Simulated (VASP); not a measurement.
# Ag2Pt (I4/mmm) in VASP: a series of runs

The runs below take Ag2Pt through single point, with PBE.

Everything below comes from runs of VASP 6.6.1. Logs are shortened: lines on timing, memory, paths and dates and some standing lists are left out, and cuts for length are marked.

### 1 The cell of the first run

Symmetry: I4/mmm, No. 139, tetragonal system. Conventional cell: a = 3.495 Å, b = 3.495 Å, c = 8.575 Å, α = 90.00°, β = 90.00°, γ = 90.00°. Within 3.7 Å of Ag (site symmetry 4mm) lie 9 Ag at 2.83 to 3.50 Å and 5 Pt at 2.85 to 2.87 Å. Pt (site symmetry 4/mmm) has 10 Ag at 2.85 to 2.87 Å and 4 Pt at 3.50 Å within 3.8 Å.

### 2 Single point, PBE

INCAR reads:

```
SYSTEM = Ag2Pt
PREC     = Accurate       ! precision mode
ENCUT    = 520            ! plane-wave cutoff, eV
EDIFF    = 1E-7           ! SCF threshold, eV
ISMEAR   = 0              ! smearing method
SIGMA    = 0.1            ! smearing width, eV
LREAL    = .False.        ! projectors in reciprocal space
LASPH    = .True.         ! aspherical terms in the spheres
NELM     = 100            ! most SCF steps
ALGO     = Normal         ! electronic algorithm
ISIF     = 2              ! what is computed and relaxed
LWAVE    = .False.        ! write WAVECAR
LCHARG   = .True.         ! write CHGCAR
GGA      = PE             ! functional
LELF     = .True.         ! ELF
LVHAR    = .True.       
NBANDS   = 23             ! bands
```

KPOINTS reads:

```
Automatic mesh
0
Gamma
  8 8 8
  0 0 0
```

POSCAR reads:

```
Ag2Pt
1.0
   -1.7476840629      1.7476840629      4.2872874669
    1.7476840629     -1.7476840629      4.2872874669
    1.7476840629      1.7476840629     -4.2872874669
Ag Pt
2 1
Direct
    0.6650000000      0.6650000000      0.0000000000
    0.3350000000      0.3350000000      0.0000000000
    0.0000000000      0.0000000000      0.0000000000
```

Potentials or basis: VASP PAW PBE potentials, release 64 (Ag, Pt).

On the command line:

```sh
$ cat potpaw_PBE.64/Ag/POTCAR potpaw_PBE.64/Pt/POTCAR > POTCAR
$ mpirun -np 1 vasp_std > vasp.out
```

OUTCAR:

```text
SYSTEM = Ag2Pt
   PREC = Accurate
   ENCUT = 520
   EDIFF = 1E-7
   ISMEAR = 0
   LREAL = .False.
   LASPH = .True.
   NELM = 100
   ISIF = 2
   GGA = PE

 ion  position               nearest neighbor table
   1  0.665  0.665  0.000-   2 2.83   3 2.85   3 2.85   3 2.85   3 2.85   2 2.87   2 2.87   2 2.87
                             2 2.87   3 2.87
   2  0.335  0.335  0.000-   1 2.83   3 2.85   3 2.85   3 2.85   3 2.85   1 2.87   1 2.87   1 2.87
                             1 2.87   3 2.87
   3  0.000  0.000  0.000-   1 2.85   1 2.85   1 2.85   2 2.85   1 2.85   2 2.85   2 2.85   2 2.85
                             1 2.87   2 2.87

  LATTYP: Found a body centered tetragonal cell.
 ALAT       =     3.4953681258
 C/A-ratio  =     2.4531250001

  Lattice vectors:

 A1 = (  -1.7476840629,   1.7476840629,   4.2872874669)
 A2 = (   1.7476840629,  -1.7476840629,   4.2872874669)
 A3 = (   1.7476840629,   1.7476840629,  -4.2872874669)

Analysis of symmetry for initial positions (statically):
=====================================================================
 Subroutine PRICEL returns:
 Original cell was already a primitive cell.

 Routine SETGRP: Setting up the symmetry group for a
 body centered tetragonal supercell.

 Subroutine GETGRP returns: Found 16 space group operations
 (whereof 16 operations were pure point group operations)
 out of a pool of 16 trial point group operations.

The static configuration has the point symmetry D_4h.

Analysis of symmetry for dynamics (positions and initial velocities):
=====================================================================
 Subroutine PRICEL returns:
 Original cell was already a primitive cell.

 Routine SETGRP: Setting up the symmetry group for a
 body centered tetragonal supercell.

 Subroutine GETGRP returns: Found 16 space group operations
 (whereof 16 operations were pure point group operations)
 out of a pool of 16 trial point group operations.

The dynamic configuration has the point symmetry D_4h.

 Subroutine INISYM returns: Found 16 space group operations
 (whereof 16 operations are pure point group operations),
 and found     1 'primitive' translations

----------------------------------------------------------------------------------------

                                     Primitive cell

  volume of cell :      52.3804

[... 87 lines left out ...]
   LASPH  =      T    aspherical Exc in radial PAW
   ENCUT  =  520.0 eV  38.22 Ry    6.18 a.u.   9.20  9.20  9.20*2*pi/ulx,y,z
   NELM   =    100;   NELMIN=  2; NELMDL= -5     # of ELM steps
   EDIFF  = 0.1E-06   stopping-criterion for ELM
   LREAL  =      F    real-space projection
   EDIFFG = 0.1E-05   stopping-criterion for IOM
   NSW    =      0    number of steps for IOM
   IBRION =     -1    ionic relax: 0-MD 1-quasi-New 2-CG
   NFREE  =      0    steps in history (QN), initial steepest desc. (CG)
   ISIF   =      2    stress and relaxation
   ISYM   =      2    0-nonsym 1-usesym 2-fastsym
   POTIM  = 0.5000    time-step for ionic-motion
   TEBEG  =    0.0;   TEEND  =   0.0 temperature during run
   PSTRESS=    0.0 pullay stress
   NELECT =      32.0000    total number of electrons
   NUPDOWN=      -1.0000    fix difference up-down
   EMIN   =  10.00;   EMAX   =-10.00  energy-range for DOS
   EFERMI =   0.00;   METHOD = LEGACY
   ISMEAR =     0;   SIGMA  =   0.10  broadening in eV -4-tet -1-fermi 0-gaus
   EFERMI_NEDOS =   21; number of points for ismear=-14 and -15
   IALGO  =     38    algorithm
   IMIX   =      4    mixing-type and parameters
     AMIX     =   0.40;   BMIX     =  1.00
     AMIX_MAG =   1.60;   BMIX_MAG =  1.00
  volume/ion in A,a.u.               =      17.46       117.83
  Fermi-wavevector in a.u.,A,eV,Ry     =   1.389106  2.625029 26.254007  1.929615
  Thomas-Fermi vector in A             =   2.513168
   LORBIT       =      0    0 simple, 1 ext, 2 COOP (PROOUT), +10 PAW based schemes
   GGA     = PE    functional components
   LHFCALC =     F    Hartree Fock is set to
   AEXX    =    0.0000 exact exchange contribution
   IVDW    =     0    specifies the selected vdW correction
   LEPSILON=     F    determine dielectric tensor
   LRPA    =     F    only Hartree local field effects (RPA)
 non-spin polarized calculation
 Gauss-broadening in eV      SIGMA  =   0.10
  energy-cutoff  :      520.00
  volume of cell :       52.38
 maximum number of plane-waves:      1452
 NGX is ok and might be reduce to    40
   NGX = 19   NGY = 19   NGZ = 19

 number of electron      32.0000000 magnetization

 Free energy of the ion-electron system (eV)
  ---------------------------------------------------
  ext. energy  EPLUGINS =         0.00000000
  ---------------------------------------------------
  free energy    TOTEN  =       -11.21391211 eV

  energy without entropy =      -11.20638081  energy(sigma->0) =      -11.21014646

 E-fermi :   7.8754     XC(G=0): -12.2261

 val. band max:        7.8602573313   @ k =   0.5000   0.3750   0.0000
 cond. band min:       7.8787202895   @ k =  -0.1250   0.3750   0.1250
 fundamental gap:      0.0184629582
 Fermi energy:         7.8753653685

 k-point     1 :       0.0000    0.0000    0.0000
  band No.  band energies     occupation
      1       0.3181      2.00000
      2       2.9308      2.00000
      3       3.2164      2.00000
      4       3.2570      2.00000
      5       3.4423      2.00000
      6       3.5429      2.00000
[... 613 lines left out ...]
     22      18.4086      0.00000
     23      19.0488      0.00000

 [... further k-points ...]

------------------------ aborting loop because EDIFF is reached ----------------------------------------

  FORCE on cell =-STRESS in cart. coord.  units (eV):
  Direction    XX          YY          ZZ          XY          YZ          ZX
  --------------------------------------------------------------------------------------
  -------------------------------------------------------------------------------------
  Total       -1.1227096     -1.1227096      0.0905856      0.0000000      0.0000000      0.0000000
  in kB      -34.3407327    -34.3407327      2.7707763      0.0000000      0.0000000      0.0000000
  external PRESSURE =     -21.9702297 kB  Pullay stress =       0.0000000 kB

 VOLUME and BASIS-vectors are now :
 -----------------------------------------------------------------------------
  energy-cutoff  :      520.00
  volume of cell :       52.38
      direct lattice vectors                 reciprocal lattice vectors
    -1.747684063  1.747684063  4.287287467     0.000000000  0.286092899  0.116623857
     1.747684063 -1.747684063  4.287287467     0.286092899  0.000000000  0.116623857
     1.747684063  1.747684063 -4.287287467     0.286092899  0.286092899  0.000000000

 POSITION                                       TOTAL-FORCE (eV/Angst)
 -----------------------------------------------------------------------------------
      0.00000      0.00000      5.70209        -0.000000     -0.000000     -0.021675
      0.00000      0.00000      2.87248         0.000000      0.000000      0.021675
      0.00000      0.00000      0.00000         0.000000      0.000000      0.000000
 -----------------------------------------------------------------------------------
    total drift:                               -0.000000     -0.000000      0.000000

  FREE ENERGIE OF THE ION-ELECTRON SYSTEM (eV)
  ---------------------------------------------------
  free  energy   TOTEN  =       -11.2139121077 eV

  energy  without entropy=      -11.2063808122  energy(sigma->0) =      -11.21014646
```

It took 47 s on 1 thread of Intel Xeon 6975P-C (Granite Rapids), shared host; peak memory 0.27 GiB.

What came out:

- Free energy: -11.2139 eV
- Pressure: -2.2 GPa
- Largest force: 0.022 eV/Å
- Band gap on the k mesh: zero (bands 16 and 17 overlap by 2.73 eV)

Forces in eV/Å, atoms in the order of the input:
```
Ag   0.000  0.000 -0.022
Ag   0.000  0.000  0.022
Pt   0.000  0.000  0.000
```

Stress tensor (GPa, compression positive):
```
-3.43  0.00  0.00
 0.00 -3.43  0.00
 0.00  0.00  0.28
```

Caveat: spin-orbit coupling is left out, which moves the levels of the heavy elements.

### 3 Single point, PBE

This run uses another cell than the first one, of 16.88 Å³/atom.

INCAR reads:

```
SYSTEM = Ag2Pt
PREC     = Accurate       ! precision mode
ENCUT    = 520            ! plane-wave cutoff, eV
EDIFF    = 1E-6           ! SCF threshold, eV
ISMEAR   = 0              ! smearing method
SIGMA    = 0.1            ! smearing width, eV
LREAL    = .FALSE.        ! projectors in reciprocal space
LASPH    = .TRUE.         ! aspherical terms in the spheres
NELM     = 100            ! most SCF steps
ALGO     = Fast           ! electronic algorithm
ISIF     = 2              ! what is computed and relaxed
LWAVE    = .FALSE.        ! write WAVECAR
LCHARG   = .TRUE.         ! write CHGCAR
GGA      = PE             ! functional
LELF     = .TRUE.         ! ELF
LVHAR    = .TRUE.       
NBANDS   = 23             ! bands
```

KPOINTS reads:

```
Automatic mesh
0
G
  18 18 18
  0 0 0
```

POSCAR reads:

```
Ag2Pt
1.0
   -1.4232491307      1.4232491307      6.2489683870
    1.4232491307     -1.4232491307      6.2489683870
    1.4232491307      1.4232491307     -6.2489683870
Ag Pt
2 1
Direct
    0.6640752364      0.6640752364      0.0000000000
    0.3359247636      0.3359247636      0.0000000000
    0.0000000000      0.0000000000      0.0000000000
```

Potentials or basis: VASP PAW PBE potentials, release 64 (Ag, Pt).

On the command line:

```sh
$ cat potpaw_PBE.64/Ag/POTCAR potpaw_PBE.64/Pt/POTCAR > POTCAR
$ mpirun -np 1 vasp_std > vasp.out
```

It took 16 min on 1 thread of Intel Xeon 6975P-C (Granite Rapids), shared host; peak memory 0.77 GiB.

Results (log left out):

- Free energy: -11.5088 eV
- Pressure: -0.2 GPa
- Band gap on the k mesh: zero (bands 16 and 17 overlap by 3.79 eV)

Forces in eV/Å, atoms in the order of the input:
```
Ag   0.000  0.000 -0.003
Ag   0.000  0.000  0.003
Pt   0.000  0.000  0.000
```

Levels at points of the mesh, in eV from the Fermi level:
| k point | band 14 | band 15 | band 16 | band 17 | band 18 | band 19 |
| --- | --- | --- | --- | --- | --- | --- |
| (0.00, 0.00, 0.00) | -1.95 | -1.41 | -0.82 | -0.82 | -0.10 | 11.77 |
| (0.50, 0.00, 0.00) | -1.23 | -0.58 | -0.06 | 0.11 | 1.62 | 4.43 |
| (0.50, 0.50, 0.00) | -0.72 | 0.99 | 2.24 | 4.57 | 5.20 | 7.25 |
| (0.50, 0.50, 0.50) | -2.43 | -0.61 | -0.61 | -0.10 | 1.68 | 6.99 |

Caveat: spin-orbit coupling is left out, which moves the levels of the heavy elements.
